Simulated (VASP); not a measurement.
Write the native input for VASP 6.6.1 that does the following.

- Task: relaxation of cell and atoms
- Functional: PBE
- Potentials or basis: VASP PAW PBE potentials, release 64 (Pr_3, Bi_d, H), 4f in core
- Cutoff: 500 eV
- k mesh: 4 × 4 × 4
- Occupations: gaussian, width 0.1 eV
- Spin: no spin polarisation
- Dipole correction: no
- Mended: yes
- Further INCAR settings: ALGO = Normal; EDIFF = 1e-07; IBRION = 2; EDIFFG = -0.04; NSW = 90; ISIF = 3

The structure of PrBi3H lies in POSCAR:

```
PrBi3H
1.0
    5.1158975100      0.0000000000      0.0000000000
    0.0000000000      5.1158975100      0.0000000000
    0.0000000000      0.0000000000      5.1158975100
Pr Bi H
1 3 1
Direct
    0.5000000000      0.5000000000      0.5000000000
    0.5000000000      0.0000000000      0.0000000000
    0.0000000000      0.5000000000      0.0000000000
    0.0000000000      0.0000000000      0.5000000000
    0.0000000000      0.0000000000      0.0000000000
```

The cell was built from a structure type or drawn by symmetry, and may not be a known phase.

These files were run (other wordings do the same):

INCAR

```
SYSTEM = PrBi3H
PREC     = Accurate       ! precision mode
ENCUT    = 500            ! plane-wave cutoff, eV
EDIFF    = 1E-7           ! SCF threshold, eV
ISMEAR   = 0              ! smearing method
SIGMA    = 0.1            ! smearing width, eV
LREAL    = .False.        ! projectors in reciprocal space
LASPH    = .True.         ! aspherical terms in the spheres
NELM     = 200            ! most SCF steps
ALGO     = Normal         ! electronic algorithm
ISIF     = 3              ! what is computed and relaxed
LWAVE    = .False.        ! write WAVECAR
LCHARG   = .False.        ! write CHGCAR
GGA      = PE             ! functional
IBRION   = 2              ! ionic algorithm
NSW      = 90             ! ionic steps
EDIFFG   = -0.04          ! ionic threshold
GGA_COMPAT= .False.      
NELMIN   = 4            
LMAXMIX  = 6              ! l up to which the mixer works
```

KPOINTS

```
regular mesh
0
Gamma
  4 4 4
  0 0 0
```

Potentials or basis: VASP PAW PBE potentials, release 64 (Pr_3, Bi_d, H), 4f in core.

Command:

```console
$ cat potpaw_PBE.64/Pr_3/POTCAR potpaw_PBE.64/Bi_d/POTCAR potpaw_PBE.64/H/POTCAR > POTCAR
$ mpirun -np 1 vasp_std > vasp.out
```

It gave:

| Item | Value |
| --- | --- |
| Relaxed volume | 25.64 Å³/atom |
| Relaxed cell | a = 5.042 Å, b = 5.042 Å, c = 5.042 Å, α = 90.00°, β = 90.00°, γ = 90.00° |
| Space group after relaxing (to 0.1 Å) | Pm-3m (No. 221) |
| Energy gained by relaxing | 8.1 meV/atom |
| Ionic steps | 3 |
| Pressure after relaxing | 0.0 GPa |
| Band gap on the k mesh | zero (an odd number of electrons rules out a gap without spin polarisation) |

Caveat: spin-orbit coupling is left out, which moves the levels of the heavy elements; the 4f electrons are frozen in the core, so they carry no moment and show no levels.

Run time: 2.4 min on 1 thread of AMD EPYC 7R43 64-Core Processor (Zen 3), on a shared host, peak memory 0.24 GiB.
